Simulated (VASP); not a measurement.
The system is Cd.

```
Cd
1.0
     2.97887    0.00000    0.00000
    -1.48944    2.57978    0.00000
     0.00000    0.00000    5.61765
Cd
2
Direct
  0.33333 0.66667 0.25000
  0.66667 0.33333 0.75000
```

```yaml
Program: VASP 6.6.1
Task: relaxation of cell and atoms
Functional: PBEsol
Potentials_or_basis: VASP PAW PBE potentials, release 64 (Cd)
Cutoff: 600 eV
k_mesh: 8 × 8 × 4
Occupations: fermi-dirac, width 0.1 eV
Spin: no spin polarisation
```

At the start: pressure -1.0 GPa; volume 21.59 Å³/atom.

Q: Where does the relaxation end?

A: Over 14 steps the energy falls by 17.6 meV/atom and the volume is 20.65 Å³/atom (-4.3 %); space group P6_3/mmc (No. 194, to 0.05 Å).

The path:
```csv
step,energy change (eV),largest force (eV/Å),pressure (GPa),volume (Å³)
1,0.0000,0.0000,-1.03,43.17
2,-0.0124,0.0000,-0.27,42.30
3,-0.0193,0.0000,0.86,41.30
4,-0.0197,0.0000,1.46,40.91
5,-0.0261,0.0000,0.71,41.12
6,-0.0297,0.0000,0.19,41.28
7,-0.0345,0.0000,-0.42,41.58
8,-0.0345,0.0000,-0.33,41.49
9,-0.0348,0.0000,-0.47,41.53
10,-0.0344,0.0000,0.20,41.22
11,-0.0350,0.0000,-0.26,41.42
12,-0.0350,0.0000,-0.15,41.40
13,-0.0350,0.0000,-0.19,41.41
14,-0.0351,0.0000,-0.01,41.30
```

Final structure:
```
Cd
1.0
     3.06221    0.00000    0.00000
    -1.53110    2.65195    0.00000
     0.00000    0.00000    5.08617
Cd
2
Cartesian
  0.0000 1.7680 1.2715
  1.5311 0.8840 3.8146
```

Caveat: the PAW data sets were made with another functional, which shifts forces and pressure a little.
